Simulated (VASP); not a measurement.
A run of VASP 6.6.1 is set up as follows.

INCAR

```
  PREC = Accurate
  ENCUT = 520
  EDIFF = 1E-6
  ISMEAR = 0
  SIGMA = 0.02
  LREAL = F
  LASPH = T
  NELM = 60
  ALGO = Normal
  ISIF = 2
  LWAVE = F
  LCHARG = F
  GGA = PS
  NBANDS = 20
```

File KPOINTS:

```
regular mesh
0
Gamma
  8 8 8
```

The input POSCAR:

```
LuH2
1.0
    0.0000000000      2.4793533129      2.4793533129
    2.4793533129      0.0000000000      2.4793533129
    2.4793533129      2.4793533129      0.0000000000
Lu H
1 2
Direct
    0.0000000000      0.0000000000      0.0000000000
    0.2500000000      0.2500000000      0.2500000000
    0.7500000000      0.7500000000      0.7500000000
```

Potentials or basis: VASP PAW PBE potentials, release 64 (Lu, H).

Command:

```bash
$ cat potpaw_PBE.64/Lu/POTCAR potpaw_PBE.64/H/POTCAR > POTCAR
$ mpirun -np 1 vasp_std > vasp.out
```

Question: Estimate the band gap on the k mesh.

Answer: Zero (an odd number of electrons rules out a gap without spin polarisation).

Question: What does it give for the pressure?

Answer: 0.4 GPa.

Caveat: the PAW data sets were made with another functional, which shifts forces and pressure a little; spin-orbit coupling is left out, which moves the levels of the heavy elements.
